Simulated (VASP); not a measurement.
## SmHfW: relaxation of cell and atoms with PBE

Crystal: SmHfW.

```
CELL_PARAMETERS angstrom
4.97404 0.00000 0.00000
-2.48702 4.30764 0.00000
0.00000 0.00000 3.17343
ATOMIC_POSITIONS crystal
Sm 0.00000 0.00000 0.00000
Hf 0.33333 0.66667 0.50000
W 0.66667 0.33333 0.50000
```

The cell was built from a structure type or drawn by symmetry, and may not be a known phase.

```yaml
Program: VASP 6.6.1
Task: relaxation of cell and atoms
Functional: PBE
Potentials_or_basis: VASP PAW PBE potentials, release 64 (Sm_3, Hf_pv, W_sv), 4f in core
Cutoff: 500 eV
k_mesh: 6 × 6 × 6
Occupations: gaussian, width 0.1 eV
Spin: no spin polarisation
Dipole_correction: no
Mended: yes
Further_INCAR_settings: ALGO = Normal; EDIFF = 1e-07; IBRION = 2; EDIFFG = -0.04; NSW = 90; ISIF = 3
```

```
Relaxed volume                        : 22.71 Å³/atom
Relaxed cell                          : a = 5.014 Å, b = 5.014 Å, c = 3.130 Å, α = 90.00°, β = 90.00°, γ = 120.00°
Space group after relaxing (to 0.1 Å) : P-6m2 (No. 187)
Energy gained by relaxing             : 2.0 meV/atom
Ionic steps                           : 4
Pressure after relaxing               : 0.0 GPa
Band gap on the k mesh                : zero (an odd number of electrons rules out a gap without spin polarisation)
```

Stress tensor (GPa, compression positive):
```
-0.02  0.00  0.00
 0.00 -0.02  0.00
 0.00  0.00  0.09
```

The path:
| step | energy change (eV) | largest force (eV/Å) | pressure (GPa) | volume (Å³) |
| --- | --- | --- | --- | --- |
| 1 | 0.0000 | 0.0000 | 0.54 | 68.00 |
| 2 | -0.0039 | 0.0000 | -0.81 | 68.74 |
| 3 | -0.0040 | 0.0000 | -0.60 | 68.63 |
| 4 | -0.0061 | 0.0000 | 0.02 | 68.13 |

Final structure:
```cif
data_structure
_symmetry_space_group_name_H-M 'P 1'
_symmetry_Int_Tables_number 1
_cell_length_a 5.0138
_cell_length_b 5.0138
_cell_length_c 3.1296
_cell_angle_alpha 90.000
_cell_angle_beta 90.000
_cell_angle_gamma 120.000
_cell_volume 68.13
loop_
_atom_site_label
_atom_site_type_symbol
_atom_site_fract_x
_atom_site_fract_y
_atom_site_fract_z
_atom_site_occupancy
Sm1 Sm 0.00000 0.00000 0.00000 1
Hf1 Hf 0.33333 0.66667 0.50000 1
W1 W 0.66667 0.33333 0.50000 1
```

Levels at points of the mesh, in eV from the Fermi level:
```csv
k point,band 13,band 14,band 15,band 16,band 17,band 18,band 19,band 20,band 21
"(0.00, 0.00, 0.00)",-2.83,-1.44,-1.19,-1.19,-0.49,-0.49,0.99,1.03,1.03
"(0.50, 0.00, 0.00)",-4.20,-3.10,-1.53,-1.36,-0.79,0.11,0.52,0.83,1.19
"(0.00, 0.00, 0.50)",-2.94,-2.94,-2.38,-2.38,-1.68,0.63,0.63,1.06,1.06
"(0.50, 0.00, 0.50)",-2.93,-2.20,-1.89,-1.53,-0.84,0.38,0.65,0.79,1.41
```

Wall time 77 s on 1 thread of Intel(R) Xeon(R) Platinum 8259CL CPU @ 2.50GHz (Skylake/Cascade Lake), with other jobs on the host, peak memory 0.22 GiB.

Caveat: spin-orbit coupling is left out, which moves the levels of the heavy elements; the 4f electrons are frozen in the core, so they carry no moment and show no levels. Spin polarisation is off, so any magnetic state and its effect on volume and gap are missing.
